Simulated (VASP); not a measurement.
# SnSe2: single point with PBE+D3(BJ)

The system is SnSe2.

```xyz
6
Lattice="-3.8390 0.0000 0.0000 -1.9195 -3.3247 0.0000 0.0000 0.0000 13.0233" Properties=species:S:1:pos:R:3 pbc="T T T"
Sn    0.0000    0.0000    9.0174
Sn    0.0000    0.0000    3.0058
Se   -1.9195   -1.1082   10.6114
Se   -1.9195   -1.1082    4.5998
Se   -3.8390   -2.2165    1.4118
Se   -3.8390   -2.2165    7.4234
```

This cell differs from its parent crystal: the distance across one plane changed.

```yaml
Program: VASP 6.6.1
Task: single point
Functional: PBE
Dispersion: D3(BJ)
Potentials_or_basis: VASP PAW PBE potentials, release 64 (Sn_d, Se)
Cutoff: 520 eV
k_mesh: 10 × 10 × 3
Occupations: gaussian, width 0.03 eV
Spin: no spin polarisation
Dipole_correction: no
Further_INCAR_settings: ALGO = Normal; EDIFF = 1e-06; NBANDS = 35
```

```json
{
 "Pressure": "-0.3 GPa",
 "Largest force": "0.100 eV/Å",
 "Band gap on the k mesh": "0.66 eV (least direct gap 0.94 eV)",
 "Dispersion energy per atom": "-0.337 eV"
}
```

Forces in eV/Å, atoms in the order of the input:
```
Sn   0.000  0.000  0.033
Sn   0.000  0.000 -0.033
Se   0.000  0.000  0.100
Se   0.000  0.000  0.030
Se   0.000  0.000 -0.100
Se   0.000  0.000 -0.030
```

Stress tensor (GPa, compression positive):
```
-0.25  0.00  0.00
 0.00 -0.25  0.00
 0.00  0.00 -0.53
```

Levels at points of the mesh, in eV from the valence-band top:
| k point | band 23 | band 24 | band 25 | band 26 | band 27 | band 28 | band 29 | band 30 |
| --- | --- | --- | --- | --- | --- | --- | --- | --- |
| (0.00, 0.00, 0.00) | -0.22 | -0.22 | -0.09 | -0.09 | 1.04 | 2.34 | 3.01 | 3.13 |
| (0.50, 0.00, 0.00) | -1.15 | -0.74 | -0.59 | -0.24 | 0.69 | 1.10 | 3.79 | 4.18 |

It took 110 s on 1 thread of AMD EPYC 9R45 96-Core Processor (Zen 5), on a shared host, peak memory 0.35 GiB.

Caveat: the cell differs from its parent crystal (the distance across one plane changed); spin-orbit coupling is left out, which moves the levels of the heavy elements; an odd mesh through Γ misses points on the zone boundary, where band edges can lie.
